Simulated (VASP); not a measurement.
A run of VASP 6.6.1 is set up as follows.

INCAR

```
SYSTEM = Cs
  PREC = Accurate
  ENCUT = 520
  EDIFF = 1E-6
  ISMEAR = -1
  SIGMA = 0.08
  LREAL = .False.
  LASPH = .True.
  NELM = 80
  ALGO = Normal
  ISIF = 2
  LWAVE = .False.
  LCHARG = .True.
  GGA = PE
  LELF = .True.
  LVHAR = .True.
  NBANDS = 16
```

The input KPOINTS:

```
Automatic mesh
0
Gamma
  6 6 6
  0 0 0
```

Contents of POSCAR:

```
Cs
1.0
    0.0000000000      4.8200830402      4.8200830402
    4.8200830402      0.0000000000      4.8200830402
    4.8200830402      4.8200830402      0.0000000000
Cs
2
Direct
   -0.1250000000     -0.1250000000     -0.1250000000
    0.1250000000      0.1250000000      0.1250000000
```

Potentials or basis: VASP PAW PBE potentials, release 64 (Cs_sv).

Command:

```bash
$ cat potpaw_PBE.64/Cs_sv/POTCAR > POTCAR
$ mpirun -np 1 vasp_std > vasp.out
```

Question: Estimate the band gap on the k mesh.

Answer: Zero (bands 9 and 10 overlap by 0.13 eV).

Question: Predict the pressure.

Answer: 0.6 GPa.

Caveat: spin-orbit coupling is left out, which moves the levels of the heavy elements.
